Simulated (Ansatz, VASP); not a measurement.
## Two plane-wave programs on AsPt

```
CELL_PARAMETERS angstrom
3.14302 0.00000 0.00000
0.00000 3.14302 0.00000
0.00000 0.00000 3.38562
ATOMIC_POSITIONS crystal
As 0.00000 0.00000 0.00000
Pt 0.50000 0.50000 0.50000
```

Change from the starting cell: species swapped into the MnPd type (P4/mmm, No. 123).

Alike in both runs: functional PBE; k mesh 6 × 6 × 4; occupations gaussian, width 0.1 eV; no spin polarisation.

Ansatz relaxed the structure, and its values are those at the end. VASP's run is a single point on that final structure, the one shown.

|  | VASP | Ansatz |
| --- | --- | --- |
| version | VASP 6.6.1 | Ansatz 0.2.0 |
| potentials or method | VASP PAW PBE potentials, release 64 (As, Pt), cutoff 520 eV | scalar-relativistic, plane waves, PAW |
| valence electrons in the cell | 15 | 33 |

```csv
,VASP,Ansatz,Ansatz less VASP
gap on the k mesh at the Fermi level (eV),none,none,-
pressure (GPa),-0.1,-0.1,+0.05
```

A gap of «none» marks a metal or a gap that the smearing closes. VASP's potentials hold 15 valence electrons a cell and Ansatz's 33, so a difference there can come from the potentials and not from the codes.

The k mesh is coarse, so the values compare programs but aren't converged. Spin-orbit coupling is off throughout.
